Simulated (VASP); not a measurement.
# Ag (Fm-3m) in VASP: settings compared, part 2 of 2

VASP 6.6.1. The steps go on from the part before.

### 4 Relaxation of cell and atoms, PBEsol

This run uses another cell than the first one, of 17.05 Å³/atom, 1.027 times its volume.

Contents of INCAR:

```
PREC = Accurate
ENCUT = 600
EDIFF = 1E-6
ISMEAR = -1
SIGMA = 0.05
LREAL = False
LASPH = True
NELM = 60
ALGO = Normal
ISIF = 3
LWAVE = False
LCHARG = False
GGA = PS
IBRION = 2
NSW = 80
EDIFFG = -0.005
```

Contents of KPOINTS:

```
Automatic mesh
0
Gamma
  11 11 11
```

Contents of POSCAR:

```
Ag
1.0
    0.0000000000      2.0427500000      2.0427500000
    2.0427500000      0.0000000000      2.0427500000
    2.0427500000      2.0427500000      0.0000000000
Ag
1
Direct
    0.0000000000      0.0000000000      0.0000000000
```

Potentials or basis: VASP PAW PBE potentials, release 64 (Ag).

Started as:

```
cat potpaw_PBE.64/Ag/POTCAR > POTCAR
mpirun -np 1 vasp_std > vasp.out
```

OUTCAR:

```text
PREC = Accurate
   ENCUT = 600
   EDIFF = 1E-6
   ISMEAR = -1
   LREAL = False
   LASPH = True
   NELM = 60
   ISIF = 3
   GGA = PS
   IBRION = 2
   NSW = 80
   EDIFFG = -0.005

 ion  position               nearest neighbor table
   1  0.000  0.000  0.000-

  LATTYP: Found a face centered cubic cell.
 ALAT       =     4.0855000000

  Lattice vectors:

 A1 = (   0.0000000000,   2.0427500000,   2.0427500000)
 A2 = (   2.0427500000,   0.0000000000,   2.0427500000)
 A3 = (   2.0427500000,   2.0427500000,   0.0000000000)

Analysis of symmetry for initial positions (statically):
=====================================================================
 Subroutine PRICEL returns:
 Original cell was already a primitive cell.

 Routine SETGRP: Setting up the symmetry group for a
 face centered cubic supercell.

[... 243 lines left out ...]

 E-fermi :   8.8168     XC(G=0): -12.5817

 val. band max:        8.7558131107   @ k =  -0.4545   0.0909   0.0000
 cond. band min:       8.8774512348   @ k =   0.4545   0.3636   0.0000
 fundamental gap:      0.1216381241
 Fermi energy:         8.8167971840

 k-point     1 :       0.0000    0.0000    0.0000
  band No.  band energies     occupation
      1       0.5861      2.00000
      2       3.7443      2.00000
      3       3.7443      2.00000
      4       3.7443      2.00000
      5       4.8436      2.00000
      6       4.8436      2.00000
      7      24.6704      0.00000
      8      28.4091      0.00000
      9      28.4091      0.00000
[... 265 lines left out ...]
 k-point    24 :      -0.1818    0.1818    0.0000
  band No.  band energies     occupation
      1       2.6946      2.00000
      2       3.3131      2.00000
      3       3.9583      2.00000
      4       4.3918      2.00000
      5       4.4275      2.00000
      6       6.0077      2.00000
      7      20.7258      0.00000
      8      21.1667      0.00000
      9      27.4202      0.00000

 [... further k-points ...]
[... 5 lines left out ...]
  --------------------------------------------------------------------------------------
  -------------------------------------------------------------------------------------
  Total       -0.0008724     -0.0008724     -0.0008724      0.0000000     -0.0000000      0.0000000
  in kB       -0.0843120     -0.0843120     -0.0843120      0.0000000     -0.0000000      0.0000000
  external PRESSURE =      -0.0843120 kB  Pullay stress =       0.0000000 kB
[... 16 lines left out ...]
  FREE ENERGIE OF THE ION-ELECTRON SYSTEM (eV)
  ---------------------------------------------------
  free  energy   TOTEN  =        -3.3144845391 eV

  energy  without entropy=       -3.3122710636  energy(sigma->0) =       -3.31337780

 reached required accuracy - stopping structural energy minimisation
```

OSZICAR:

```text
N       E                     dE             d eps       ncg     rms          rms(c)
DAV:   1     0.511440501516E+02    0.51144E+02   -0.61495E+03  1016   0.124E+03
DAV:   2    -0.323060244702E+01   -0.54375E+02   -0.51905E+02  1036   0.227E+02
DAV:   3    -0.366393984301E+01   -0.43334E+00   -0.43319E+00  1169   0.250E+01
[... 20 lines left out ...]
DAV:   2    -0.331642639922E+01    0.59646E-01   -0.25657E-01  1019   0.556E+00    0.537E-01
DAV:   3    -0.331487405016E+01    0.15523E-02   -0.39017E-03  1024   0.630E-01    0.354E-01
DAV:   4    -0.331448179278E+01    0.39226E-03   -0.52074E-04  1066   0.224E-01    0.130E-02
DAV:   5    -0.331448372625E+01   -0.19335E-05   -0.14948E-05  1051   0.375E-02    0.640E-03
DAV:   6    -0.331448453908E+01   -0.81283E-06   -0.94894E-07  1008   0.118E-02
   3 F= -.33144845E+01 E0= -.33133778E+01  d E =-.470611E-02
```

CONTCAR:

```text
Ag
   1.00000000000000
     0.0000000000000000    2.0238290678157216    2.0238290678157216
     2.0238290678157216    0.0000000000000000    2.0238290678157216
     2.0238290678157216    2.0238290678157216    0.0000000000000000
  Ag
     1
Direct
     0.0000000000000000    0.0000000000000000    0.0000000000000000

  0.00000000E+00  0.00000000E+00  0.00000000E+00
```

Wall time 10 s (1 thread of AMD EPYC 9R45 (Zen 5), shared host); peak memory 0.12 GiB.

What came out:

* Free energy: -3.3145 eV
* Relaxed volume: 16.58 Å³/atom
* Relaxed cell: a = 2.862 Å, b = 2.862 Å, c = 2.862 Å, α = 60.00°, β = 60.00°, γ = 60.00°
* Space group after relaxing (to 0.05 Å): Fm-3m (No. 225)
* Energy gained by relaxing: 4.7 meV/atom
* Ionic steps: 3
* Pressure after relaxing: 0.0 GPa

Step by step:
| step | energy change (eV) | largest force (eV/Å) | pressure (GPa) | volume (Å³) |
| --- | --- | --- | --- | --- |
| 1 | 0.0000 | 0.0000 | -3.10 | 17.05 |
| 2 | -0.0021 | 0.0000 | 2.60 | 16.25 |
| 3 | -0.0047 | 0.0000 | -0.01 | 16.58 |

Final structure:
```xyz
1
Lattice="0.0000 2.0238 2.0238 2.0238 0.0000 2.0238 2.0238 2.0238 0.0000" Properties=species:S:1:pos:R:3 pbc="T T T"
Ag    0.0000    0.0000    0.0000
```

Caveat: the PAW data sets were made with another functional, which shifts forces and pressure a little.

### 5 Relaxation of cell and atoms, PBEsol+D3(BJ)

This run uses another cell than the first one, of 17.05 Å³/atom, 1.027 times its volume.

Contents of INCAR:

```
SYSTEM = Ag
ALGO = Normal ; EDIFF = 1E-7
EDIFFG = -0.005 ; ENCUT = 600
GGA = PS ; IBRION = 2
ISIF = 3 ; ISMEAR = -1
IVDW = 12 ; LASPH = .True.
LCHARG = .False. ; LREAL = .False.
LWAVE = .False. ; NELM = 100
NSW = 80 ; PREC = Accurate
SIGMA = 0.05
```

Contents of KPOINTS:

```
k-points
0
Gamma
  11 11 11
  0 0 0
```

POSCAR is that of step 4.

Started as:

```
cat potpaw_PBE.64/Ag/POTCAR > POTCAR
mpirun -np 1 vasp_std > vasp.out
```

Wall time 18 s (1 thread of AMD EPYC 9R45 (Zen 5), shared host); peak memory 0.13 GiB.

It converged, with:

* Free energy: -3.8887 eV
* Relaxed volume: 15.86 Å³/atom
* Relaxed cell: a = 2.820 Å, b = 2.820 Å, c = 2.820 Å, α = 60.00°, β = 60.00°, γ = 60.00°
* Space group after relaxing (to 0.05 Å): Fm-3m (No. 225)
* Energy gained by relaxing: 33.6 meV/atom
* Ionic steps: 6
* Pressure after relaxing: 0.0 GPa
* Dispersion energy per atom: -0.587 eV

Step by step:
```csv
step,energy change (eV),largest force (eV/Å),pressure (GPa),volume (Å³)
1,0.0000,0.0000,-8.36,17.05
2,-0.0067,0.0000,10.05,14.95
3,-0.0336,0.0000,-0.09,15.87
4,-0.0336,0.0000,0.12,15.85
5,-0.0336,0.0000,-0.08,15.87
6,-0.0336,0.0000,0.01,15.86
```

Final structure:
```yaml
crystal:
  lattice:
    - [0.00000, 1.99423, 1.99423]
    - [1.99423, 0.00000, 1.99423]
    - [1.99423, 1.99423, 0.00000]
  atoms:
    - { symbol: Ag, position: [0.00000, 0.00000, 0.00000] }
```

Levels at points of the mesh, in eV from the Fermi level:
| k point | band 4 | band 5 | band 6 | band 7 | band 8 | band 9 |
| --- | --- | --- | --- | --- | --- | --- |
| (0.00, 0.00, 0.00) | -5.22 | -4.03 | -4.03 | 15.96 | 19.96 | 19.96 |

Caveat: the PAW data sets were made with another functional, which shifts forces and pressure a little; pairwise dispersion overbinds metals, which lowers pressure and volume.

### 6 Single point, LDA, non-collinear spin, zero start, spin-orbit coupling

This run uses another cell than the first one, of 17.05 Å³/atom, 1.027 times its volume.

Contents of INCAR:

```
SYSTEM = Ag
  PREC = Accurate
  ENCUT = 520
  EDIFF = 1E-6
  ISMEAR = -1
  SIGMA = 0.05
  LREAL = .FALSE.
  LASPH = .TRUE.
  NELM = 150
  ALGO = Fast
  ISIF = 2
  LWAVE = .FALSE.
  LCHARG = .FALSE.
  LNONCOLLINEAR = .TRUE.
  MAGMOM = 0 0 0
  LORBIT = 11
  LSORBIT = .TRUE.
  GGA_COMPAT = .FALSE.
  LORBMOM = .TRUE.
  LMAXMIX = 4
  NBANDS = 22
```

Contents of KPOINTS:

```
regular mesh
0
G
  8 8 8
  0 0 0
```

POSCAR is that of step 5.

Potentials or basis: VASP PAW LDA potentials, release 64 (Ag).

Started as:

```
cat potpaw_LDA.64/Ag/POTCAR > POTCAR
mpirun -np 1 vasp_ncl > vasp.out
```

Run time: 14 s. Hardware: 1 thread of AMD EPYC 9R45 (Zen 5), shared host; peak memory 0.14 GiB.

The run converged. Its results:

* Free energy: -3.7579 eV
* Pressure: -6.7 GPa
* Net moment: 0.00 μB per cell
* Valence electrons inside the program's atomic spheres: Ag 9.87

Moments on the atoms (μB; x, y, z):
```
Ag  0.00 0.00 0.00
```

### 7 Summary

| task | level | potentials or basis | spin | cell | k mesh | cutoff (eV) | gap on the mesh (eV) | pressure (GPa) | relaxed volume (Å³/atom) |
| --- | --- | --- | --- | --- | --- | --- | --- | --- | --- |
| single point | PBEsol | VASP PAW PBE potentials, release 64 (Ag) | off | a = 2.864 Å, angles 60.0°, 1 atom | 11 × 11 × 11 | 520 | none | -0.2 | - |
| relaxation of cell and atoms | PBE+D4 | VASP PAW PBE potentials, release 64 (Ag) | off | relaxed from a = 2.889 Å, angles 60.0°, 1 atom | 11 × 11 × 11 | 600 | none | 0.0 | 16.93 |
| relaxation of cell and atoms | PBEsol | VASP PAW PBE potentials, release 64 (Ag) | off | relaxed from a = 2.889 Å, angles 60.0°, 1 atom | 11 × 11 × 11 | 600 | none | 0.0 | 16.58 |
| relaxation of cell and atoms | PBEsol+D3(BJ) | VASP PAW PBE potentials, release 64 (Ag) | off | relaxed from a = 2.889 Å, angles 60.0°, 1 atom | 11 × 11 × 11 | 600 | none | 0.0 | 15.86 |
| single point | LDA | VASP PAW LDA potentials, release 64 (Ag) | non-collinear, zero start, SOC | a = 2.889 Å, angles 60.0°, 1 atom | 8 × 8 × 8 | 520 | - | -6.7 | - |

Alike in all rows: smearing fermi-dirac 0.05 eV.

Caveats: the PAW data sets were made with another functional, which shifts forces and pressure a little (some runs); pairwise dispersion overbinds metals, which lowers pressure and volume (some runs).

Absolute energies hang on the potentials; compare differences alone.
